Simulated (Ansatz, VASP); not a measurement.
One calculation of BiO, two programs

INCAR

```
SYSTEM = BiO
PREC = Accurate
ENCUT = 600
EDIFF = 1E-7
ISMEAR = 0
SIGMA = 0.2
LREAL = .False.
LASPH = .True.
NELM = 120
ALGO = Normal
ISIF = 3
LWAVE = .False.
LCHARG = .False.
GGA = PE
IBRION = 2
NSW = 36
EDIFFG = -0.08
GGA_COMPAT = .False.
NELMIN = 4
```

The input KPOINTS:

```
regular mesh
0
Gamma
  6 6 5
  0 0 0
```

POSCAR

```
BiO
1.0
    3.4763923300      0.0000000000      0.0000000000
   -1.7381961700      3.0106440800      0.0000000000
    0.0000000000      0.0000000000      4.3833266400
Bi O
1 1
Direct
    0.0000000000      0.0000000000      0.5221467300
    0.0000000000      0.0000000000      0.0903256600
```

Input for Ansatz:

```yaml
crystal:
  lattice:
    - [3.47639233, 0.0, 0.0]
    - [-1.73819617, 3.01064408, 0.0]
    - [0.0, 0.0, 4.38332664]
  atoms:
    - { symbol: Bi, position: [0.0, 0.0, 0.52214673] }
    - { symbol: O, position: [0.0, 0.0, 0.09032566] }
basis:
  ecutwfc: 420
kpoints:
  mp_grid: { grid: [6, 6, 5] }
hamiltonian:
  xc: pbe
scf:
  occupations: { method: gaussian, width: 0.2 }
  lower_state_search: "off"
output:
  forces: true
  stress: true
  eigenvalues: true
relax:
  adjacent_minimum: "off"
  f_tol: 0.08
  max_steps: 16
  cell: { stress_tol: 0.8 }
```

Alike in both runs: task relaxation of cell and atoms; functional PBE; k mesh 6 × 6 × 5; occupations gaussian, width 0.2 eV; no spin polarisation.

|  | VASP | Ansatz |
| --- | --- | --- |
| version | VASP 6.6.1 | Ansatz 0.2.0 |
| potentials or method | VASP PAW PBE potentials, release 64 (Bi_d, O), cutoff 600 eV | scalar-relativistic, plane waves, PAW |
| valence electrons in the cell | 21 | 21 |

```tsv
	VASP	Ansatz	Ansatz less VASP
gap on the k mesh at the Fermi level, each at its own relaxed structure (eV)	none	none	-
relaxed volume (Å³/atom)	23.24	23.27	+0.027
relaxed cell length with the largest relative difference (Å)	4.304	4.298	-0.0058
```

A gap of «none» marks a metal or a gap that the smearing closes.

Spin-orbit coupling is off throughout.
